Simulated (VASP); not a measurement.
Here is a VASP 6.6.1 calculation.

The input INCAR:

```
ALGO     = Normal         # electronic algorithm
EDIFF    = 1E-6           # SCF threshold, eV
ENCUT    = 520            # plane-wave cutoff, eV
GGA      = PE             # functional
ISIF     = 2              # what is computed and relaxed
ISMEAR   = -1             # smearing method
ISPIN    = 2              # spin polarisation
LASPH    = T              # aspherical terms in the spheres
LCHARG   = F              # write CHGCAR
LMAXMIX  = 4              # l up to which the mixer works
LORBIT   = 11             # projections on sites
LREAL    = F              # projectors in reciprocal space
LWAVE    = F              # write WAVECAR
MAGMOM   = 0 1            # initial moments
NBANDS   = 18             # bands
NELM     = 150            # most SCF steps
PREC     = Accurate       # precision mode
SIGMA    = 0.15           # smearing width, eV
```

KPOINTS

```
k-points
0
Gamma
  12 12 12
```

POSCAR

```
AlNi
1.0
    2.8810000000      0.0000000000      0.0000000000
    0.0000000000      2.8810000000      0.0000000000
    0.0000000000      0.0000000000      2.8810000000
Al Ni
1 1
Direct
    0.0000000000      0.0000000000      0.0000000000
    0.5000000000      0.5000000000      0.5000000000
```

Potentials or basis: VASP PAW PBE potentials, release 64 (Al, Ni).

Run with:

```console
$ cat potpaw_PBE.64/Al/POTCAR potpaw_PBE.64/Ni/POTCAR > POTCAR
$ mpirun -np 1 vasp_std > vasp.out
```

(1) Estimate the net moment.

(2) What does it give for the pressure?

## Answers

(1) 0.00 μB per cell.

(2) 2.3 GPa.
